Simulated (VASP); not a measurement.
# Au (P6_3/mmc) in VASP: a series of runs

Au is run at these levels: PBE; tasks: single point.

Everything below comes from runs of VASP 6.6.1. Logs are shortened: lines on timing, memory, paths and dates and some standing lists are left out, and cuts for length are marked.

## (1) The cell of the first run

Symmetry: P6_3/mmc, No. 194, hexagonal system. Conventional cell: a = 2.880 Å, b = 2.880 Å, c = 4.829 Å, α = 90.00°, β = 90.00°, γ = 120.00°. Within 3.8 Å of Au (site symmetry -6m2) lie 12 Au at 2.88 to 2.93 Å.

## (2) Single point, PBE

INCAR

```
  PREC = Accurate
  ENCUT = 500
  EDIFF = 1E-6
  ISMEAR = 0
  SIGMA = 0.15
  LREAL = F
  LASPH = T
  NELM = 120
  ALGO = Normal
  ISIF = 2
  LWAVE = F
  LCHARG = F
  GGA = PE
  NBANDS = 18
  GGA_COMPAT = F
```

KPOINTS

```
Automatic mesh
0
Gamma
  18 18 10
```

POSCAR

```
Au
1.0
    2.8804999125      0.0000000000      0.0000000000
   -1.4402499562      2.4945860998      0.0000000000
    0.0000000000      0.0000000000      4.8289054398
Au
2
Direct
    0.3333333333      0.6666666667      0.7500000000
    0.6666666667      0.3333333333      0.2500000000
```

Potentials or basis: VASP PAW PBE potentials, release 64 (Au).

Launch:

```sh
cat potpaw_PBE.64/Au/POTCAR > POTCAR
mpirun -np 1 vasp_std > vasp.out
```

OUTCAR:

```text
PREC = Accurate
   ENCUT = 500
   EDIFF = 1E-6
   ISMEAR = 0
   LREAL = F
   LASPH = T
   NELM = 120
   ISIF = 2
   GGA = PE

 ion  position               nearest neighbor table
   1  0.333  0.667  0.750-   2 2.93   2 2.93   2 2.93   2 2.93   2 2.93   2 2.93
   2  0.667  0.333  0.250-   1 2.93   1 2.93   1 2.93   1 2.93   1 2.93   1 2.93

  LATTYP: Found a hexagonal cell.
 ALAT       =     2.8804999125
 C/A-ratio  =     1.6764122848

  Lattice vectors:

 A1 = (   2.8804999125,   0.0000000000,   0.0000000000)
 A2 = (  -1.4402499562,   2.4945860998,   0.0000000000)
 A3 = (   0.0000000000,   0.0000000000,   4.8289054398)

Analysis of symmetry for initial positions (statically):
=====================================================================
 Subroutine PRICEL returns:
 Original cell was already a primitive cell.

 Routine SETGRP: Setting up the symmetry group for a
 hexagonal supercell.

 Subroutine GETGRP returns: Found 24 space group operations
 (whereof 12 operations were pure point group operations)
 out of a pool of 24 trial point group operations.

The static configuration has the point symmetry D_3d.
 The point group associated with its full space group is D_6h.

Analysis of symmetry for dynamics (positions and initial velocities):
=====================================================================
 Subroutine PRICEL returns:
 Original cell was already a primitive cell.

 Routine SETGRP: Setting up the symmetry group for a
 hexagonal supercell.

 Subroutine GETGRP returns: Found 24 space group operations
 (whereof 12 operations were pure point group operations)
 out of a pool of 24 trial point group operations.

The dynamic configuration has the point symmetry D_3d.
 The point group associated with its full space group is D_6h.

 Subroutine INISYM returns: Found 24 space group operations
 (whereof 12 operations are pure point group operations),
 and found     1 'primitive' translations

----------------------------------------------------------------------------------------

                                     Primitive cell

  volume of cell :      34.6988

  direct lattice vectors                    reciprocal lattice vectors
     2.880499912  0.000000000  0.000000000     0.347161962  0.200434052  0.000000000
    -1.440249956  2.494586100  0.000000000     0.000000000  0.400868104  0.000000000
     0.000000000  0.000000000  4.828905440     0.000000000  0.000000000  0.207086267

  length of vectors
     2.880499912  2.880499912  4.828905440     0.400868104  0.400868104  0.207086267

  position of ions in fractional coordinates (direct lattice)
     0.333333333  0.666666667  0.750000000
     0.666666667  0.333333333  0.250000000

  ion indices of the primitive-cell ions
   primitive index   ion index
                 1           1
                 2           2

----------------------------------------------------------------------------------------

 KPOINTS: Automatic mesh

Automatic generation of k-mesh.
 Grid dimensions read from file:
 generate k-points for:   18   18   10

 Generating k-lattice:

  Cartesian coordinates                     Fractional coordinates (reciprocal lattice)
     0.019286776  0.011135225  0.000000000     0.055555556 -0.000000000  0.000000000
     0.000000000  0.022270450  0.000000000     0.000000000  0.055555556  0.000000000
     0.000000000  0.000000000  0.020708627     0.000000000  0.000000000  0.100000000

  Length of vectors
     0.022270450  0.022270450  0.020708627

  Shift w.r.t. Gamma in fractional coordinates (k-lattice)
     0.000000000  0.000000000  0.000000000

 Subroutine IBZKPT returns following result:
 ===========================================

 Found    222 irreducible k-points:

 Following reciprocal coordinates:
            Coordinates               Weight
  0.000000  0.000000  0.000000      1.000000
  0.055556 -0.000000  0.000000      6.000000
  0.111111 -0.000000  0.000000      6.000000
  0.166667  0.000000  0.000000      6.000000
  0.222222 -0.000000  0.000000      6.000000
  0.277778 -0.000000  0.000000      6.000000
[... 16 lines left out ...]
  0.333333  0.111111  0.000000     12.000000
  0.388889  0.111111  0.000000     12.000000
 [... further k-points ...]
   k-points           NKPTS =    222   k-points in BZ     NKDIM =    222   number of bands    NBANDS=     18
   number of dos      NEDOS =    301   number of ions     NIONS =      2
   total plane-waves  NPLWV =  20736
   dimension x,y,z NGX =    24 NGY =   24 NGZ =   36
   dimension x,y,z NGXF=    48 NGYF=   48 NGZF=   72
   ions per type =               2
   NGX,Y,Z   is equivalent  to a cutoff of  13.85, 13.85, 12.39 a.u.
   NGXF,Y,Z  is equivalent  to a cutoff of  27.70, 27.70, 24.79 a.u.
 SYSTEM =  unknown system
   PREC   = accura    normal or accurate (medium, high low for compatibility)
   ISTART =      0    job   : 0-new  1-cont  2-samecut
   ICHARG =      2    charge: 1-file 2-atom 10-const
   ISPIN  =      1    spin polarized calculation?
   LNONCOLLINEAR =      F non collinear calculations
   LSORBIT =      F    spin-orbit coupling
   LASPH  =      T    aspherical Exc in radial PAW
   ENCUT  =  500.0 eV  36.75 Ry    6.06 a.u.   5.25  5.25  8.80*2*pi/ulx,y,z
   NELM   =    120;   NELMIN=  2; NELMDL= -5     # of ELM steps
   EDIFF  = 0.1E-05   stopping-criterion for ELM
   LREAL  =      F    real-space projection
   EDIFFG = 0.1E-04   stopping-criterion for IOM
   NSW    =      0    number of steps for IOM
   IBRION =     -1    ionic relax: 0-MD 1-quasi-New 2-CG
   NFREE  =      0    steps in history (QN), initial steepest desc. (CG)
   ISIF   =      2    stress and relaxation
   ISYM   =      2    0-nonsym 1-usesym 2-fastsym
   POTIM  = 0.5000    time-step for ionic-motion
   TEBEG  =    0.0;   TEEND  =   0.0 temperature during run
   PSTRESS=    0.0 pullay stress
   NELECT =      22.0000    total number of electrons
   NUPDOWN=      -1.0000    fix difference up-down
   EMIN   =  10.00;   EMAX   =-10.00  energy-range for DOS
   EFERMI =   0.00;   METHOD = LEGACY
   ISMEAR =     0;   SIGMA  =   0.15  broadening in eV -4-tet -1-fermi 0-gaus
   EFERMI_NEDOS =   21; number of points for ismear=-14 and -15
   IALGO  =     38    algorithm
   IMIX   =      4    mixing-type and parameters
     AMIX     =   0.40;   BMIX     =  1.00
     AMIX_MAG =   1.60;   BMIX_MAG =  1.00
  volume/ion in A,a.u.               =      17.35       117.08
  Fermi-wavevector in a.u.,A,eV,Ry     =   1.406406  2.657722 26.912021  1.977978
  Thomas-Fermi vector in A             =   2.528770
   LORBIT       =      0    0 simple, 1 ext, 2 COOP (PROOUT), +10 PAW based schemes
   GGA     = PE    functional components
   LHFCALC =     F    Hartree Fock is set to
   AEXX    =    0.0000 exact exchange contribution
   IVDW    =     0    specifies the selected vdW correction
   LEPSILON=     F    determine dielectric tensor
   LRPA    =     F    only Hartree local field effects (RPA)
 non-spin polarized calculation
 Gauss-broadening in eV      SIGMA  =   0.15
  energy-cutoff  :      500.00
  volume of cell :       34.70
 maximum number of plane-waves:       896
 NGX is ok and might be reduce to    24
   NGX = 11   NGY = 11   NGZ = 17

 number of electron      22.0000005 magnetization

 Free energy of the ion-electron system (eV)
  ---------------------------------------------------
  ext. energy  EPLUGINS =         0.00000000
  ---------------------------------------------------
  free energy    TOTEN  =        -6.40703246 eV

  energy without entropy =       -6.39698891  energy(sigma->0) =       -6.40201069

 E-fermi :   9.1463     XC(G=0): -12.6091

 val. band max:        9.1269891914   @ k =   0.3889  -0.0000   0.4000
 cond. band min:       9.1465942212   @ k =   0.1667   0.0556   0.2000
 fundamental gap:      0.0196050299
 Fermi energy:         9.1463071067

 k-point     1 :       0.0000    0.0000    0.0000
  band No.  band energies     occupation
      1      -0.4905      2.00000
      2       1.9440      2.00000
      3       4.4163      2.00000
      4       4.6812      2.00000
      5       4.6812      2.00000
      6       4.9856      2.00000
[... 10 lines left out ...]
     17      27.4887      0.00000
     18      27.4887      0.00000

 k-point     2 :       0.0556   -0.0000    0.0000
  band No.  band energies     occupation
      1      -0.3937      2.00000
      2       2.0242      2.00000
      3       4.3807      2.00000
      4       4.7099      2.00000
      5       4.7452      2.00000
      6       4.9508      2.00000
[... 10 lines left out ...]
     17      26.9355      0.00000
     18      27.0287      0.00000

 k-point     3 :       0.1111   -0.0000    0.0000
  band No.  band energies     occupation
      1      -0.1096      2.00000
      2       2.2495      2.00000
      3       4.2728      2.00000
      4       4.7717      2.00000
      5       4.9025      2.00000
      6       4.9335      2.00000
[... 10 lines left out ...]
     17      25.8057      0.00000
     18      27.0879      0.00000

 k-point     4 :       0.1667    0.0000    0.0000
  band No.  band energies     occupation
      1       0.3410      2.00000
      2       2.5621      2.00000
      3       4.1448      2.00000
      4       4.6706      2.00000
      5       4.8513      2.00000
      6       5.0848      2.00000
[... 10 lines left out ...]
     17      25.7758      0.00000
     18      26.4876      0.00000

 k-point     5 :       0.2222   -0.0000    0.0000
  band No.  band energies     occupation
      1       0.9135      2.00000
      2       2.8216      2.00000
      3       4.1262      2.00000
      4       4.3231      2.00000
      5       4.5497      2.00000
      6       5.1924      2.00000
[... 10 lines left out ...]
     17      25.8568      0.00000
     18      26.2930      0.00000

 k-point     6 :       0.2778   -0.0000    0.0000
  band No.  band energies     occupation
      1       1.5213      2.00000
      2       2.8661      2.00000
      3       3.8553      2.00000
      4       4.3140      2.00000
      5       4.5476      2.00000
      6       5.0316      2.00000
[... 10 lines left out ...]
     17      24.1961      0.00000
     18      25.8636      0.00000

 k-point     7 :       0.3333   -0.0000    0.0000
  band No.  band energies     occupation
      1       2.0265      2.00000
      2       2.7554      2.00000
      3       3.4789      2.00000
      4       4.5278      2.00000
      5       4.8222      2.00000
      6       4.8911      2.00000
[... 10 lines left out ...]
     17      22.8735      0.00000
     18      25.1466      0.00000

 k-point     8 :       0.3889   -0.0000    0.0000
  band No.  band energies     occupation
      1       2.3195      2.00000
      2       2.6205      2.00000
      3       3.2051      2.00000
      4       4.7827      2.00000
      5       4.7990      2.00000
      6       4.9724      2.00000
[... 10 lines left out ...]
     17      21.8997      0.00000
     18      24.5287      0.00000
[... 229 lines left out ...]
     17      26.1261      0.00000
     18      26.6407      0.00000

 k-point    20 :       0.1667    0.1111    0.0000
  band No.  band energies     occupation
      1       1.1683      2.00000
      2       3.0470      2.00000
      3       3.8921      2.00000
      4       4.2217      2.00000
      5       4.5871      2.00000
      6       4.9019      2.00000
[... 10 lines left out ...]
     17      26.2078      0.00000
     18      26.4552      0.00000

 k-point    21 :       0.2222    0.1111    0.0000
  band No.  band energies     occupation
      1       1.7787      2.00000
      2       3.1184      2.00000
      3       3.8092      2.00000
      4       3.9890      2.00000
      5       4.5972      2.00000
      6       4.7572      2.00000
[... 10 lines left out ...]
     17      24.5272      0.00000
     18      25.5634      0.00000

 k-point    22 :       0.2778    0.1111    0.0000
  band No.  band energies     occupation
      1       2.2973      2.00000
      2       2.9946      2.00000
      3       3.4723      2.00000
      4       4.2678      2.00000
      5       4.6580      2.00000
      6       4.7705      2.00000
[... 10 lines left out ...]
     17      23.0282      0.00000
     18      24.7638      0.00000

 k-point    23 :       0.3333    0.1111    0.0000
  band No.  band energies     occupation
      1       2.5954      2.00000
      2       2.8499      2.00000
      3       3.2251      2.00000
      4       4.6080      2.00000
      5       4.6433      2.00000
      6       5.0112      2.00000
[... 10 lines left out ...]
     17      22.0770      0.00000
     18      24.1478      0.00000

 k-point    24 :       0.3889    0.1111    0.0000
  band No.  band energies     occupation
      1       2.7006      2.00000
      2       2.7547      2.00000
      3       3.0745      2.00000
      4       4.6023      2.00000
      5       4.8924      2.00000
      6       5.0030      2.00000
[... 10 lines left out ...]
     17      21.2460      0.00000
     18      23.7833      0.00000

 [... further k-points ...]

------------------------ aborting loop because EDIFF is reached ----------------------------------------

  FORCE on cell =-STRESS in cart. coord.  units (eV):
  Direction    XX          YY          ZZ          XY          YZ          ZX
  --------------------------------------------------------------------------------------
  -------------------------------------------------------------------------------------
  Total        1.2047559      1.2047559      1.1391472      0.0000000     -0.0000000      0.0000000
  in kB       55.6281447     55.6281447     52.5987439      0.0000000     -0.0000000      0.0000000
  external PRESSURE =      54.6183445 kB  Pullay stress =       0.0000000 kB

 VOLUME and BASIS-vectors are now :
 -----------------------------------------------------------------------------
  energy-cutoff  :      500.00
  volume of cell :       34.70
      direct lattice vectors                 reciprocal lattice vectors
     2.880499912  0.000000000  0.000000000     0.347161962  0.200434052  0.000000000
    -1.440249956  2.494586100  0.000000000     0.000000000  0.400868104  0.000000000
     0.000000000  0.000000000  4.828905440     0.000000000  0.000000000  0.207086267

 POSITION                                       TOTAL-FORCE (eV/Angst)
 -----------------------------------------------------------------------------------
     -0.00000      1.66306      3.62168         0.000000      0.000000      0.000000
      1.44025      0.83153      1.20723        -0.000000      0.000000      0.000000
 -----------------------------------------------------------------------------------
    total drift:                               -0.000000      0.000000     -0.000000

  FREE ENERGIE OF THE ION-ELECTRON SYSTEM (eV)
  ---------------------------------------------------
  free  energy   TOTEN  =        -6.4070324638 eV

  energy  without entropy=       -6.3969889111  energy(sigma->0) =       -6.40201069
```

Run time: 51 s. Hardware: 1 thread of AMD EPYC 9R45 (Zen 5), shared host; peak memory 0.21 GiB.

What came out:

```yaml
Free_energy: -6.4070 eV
Pressure: 5.5 GPa
Band_gap_on_the_k_mesh: zero (band 11 reaches 13.39 eV, above the bottom of band 12 at 6.54 eV)
```

Stress tensor (GPa, compression positive):
```
5.56 0.00 0.00
0.00 5.56 0.00
0.00 0.00 5.26
```

Levels at points of the mesh, in eV from the Fermi level:
| k point | band 7 | band 8 | band 9 | band 10 | band 11 | band 12 | band 13 | band 14 | band 15 | band 16 |
| --- | --- | --- | --- | --- | --- | --- | --- | --- | --- | --- |
| (0.00, 0.00, 0.00) | -4.16 | -3.49 | -3.49 | -2.16 | -2.16 | -1.02 | 2.64 | 14.61 | 15.76 | 16.78 |
| (0.50, 0.00, 0.00) | -3.61 | -1.93 | -1.86 | -1.68 | 0.39 | 1.56 | 5.75 | 7.27 | 7.28 | 10.31 |
| (0.00, 0.00, 0.50) | -4.50 | -4.50 | -2.61 | -2.61 | -2.61 | -2.61 | 10.58 | 10.58 | 14.90 | 14.90 |
| (0.50, 0.00, 0.50) | -2.37 | -2.37 | -1.75 | -1.75 | 0.52 | 0.52 | 3.91 | 3.91 | 13.21 | 13.21 |

Caveat: spin-orbit coupling is left out, which moves the levels of the heavy elements.

## (3) Single point, PBE

This run uses another cell than the first one, of 18.70 Å³/atom, 1.078 times its volume.

INCAR

```
PREC     = Accurate       # precision mode
ENCUT    = 500            # plane-wave cutoff, eV
EDIFF    = 1E-6           # SCF threshold, eV
ISMEAR   = 0              # smearing method
SIGMA    = 0.15           # smearing width, eV
LREAL    = F              # projectors in reciprocal space
LASPH    = T              # aspherical terms in the spheres
NELM     = 120            # most SCF steps
ALGO     = Normal         # electronic algorithm
ISIF     = 2              # what is computed and relaxed
LWAVE    = F              # write WAVECAR
LCHARG   = F              # write CHGCAR
GGA      = PE             # functional
NBANDS   = 18             # bands
GGA_COMPAT= F
```

KPOINTS is that of step 2.

POSCAR

```
Au
1.0
    2.9534239609      0.0000000000      0.0000000000
   -1.4767119804      2.5577401783      0.0000000000
    0.0000000000      0.0000000000      4.9511562104
Au
2
Direct
    0.3333333333      0.6666666667      0.7500000000
    0.6666666667      0.3333333333      0.2500000000
```

Potentials or basis: VASP PAW PBE potentials, release 64 (Au).

Launch:

```sh
cat potpaw_PBE.64/Au/POTCAR > POTCAR
mpirun -np 1 vasp_std > vasp.out
```

Run time: 50 s. Hardware: 1 thread of AMD EPYC 9R45 (Zen 5), shared host; peak memory 0.21 GiB.

Results (log left out):

```
Free energy            : -6.4074 eV
Pressure               : -4.8 GPa
Band gap on the k mesh : zero (band 11 reaches 11.82 eV, above the bottom of band 12 at 5.50 eV)
```

Stress tensor (GPa, compression positive):
```
-4.88  0.00  0.00
 0.00 -4.88  0.00
 0.00  0.00 -4.57
```

Levels at points of the mesh, in eV from the Fermi level:
| k point | band 8 | band 9 | band 10 | band 11 | band 12 | band 13 | band 14 | band 15 |
| --- | --- | --- | --- | --- | --- | --- | --- | --- |
| (0.00, 0.00, 0.00) | -3.24 | -3.24 | -2.07 | -2.07 | -0.66 | 2.30 | 14.63 | 15.68 |
| (0.50, 0.00, 0.00) | -1.88 | -1.81 | -1.66 | 0.39 | 1.39 | 5.56 | 6.74 | 7.02 |
| (0.00, 0.00, 0.50) | -4.13 | -2.47 | -2.47 | -2.47 | -2.47 | 10.09 | 10.09 | 14.89 |
| (0.50, 0.00, 0.50) | -2.23 | -1.72 | -1.72 | 0.69 | 0.69 | 3.52 | 3.52 | 12.86 |

Caveat: spin-orbit coupling is left out, which moves the levels of the heavy elements.

(Continued in part 2 of 3.)
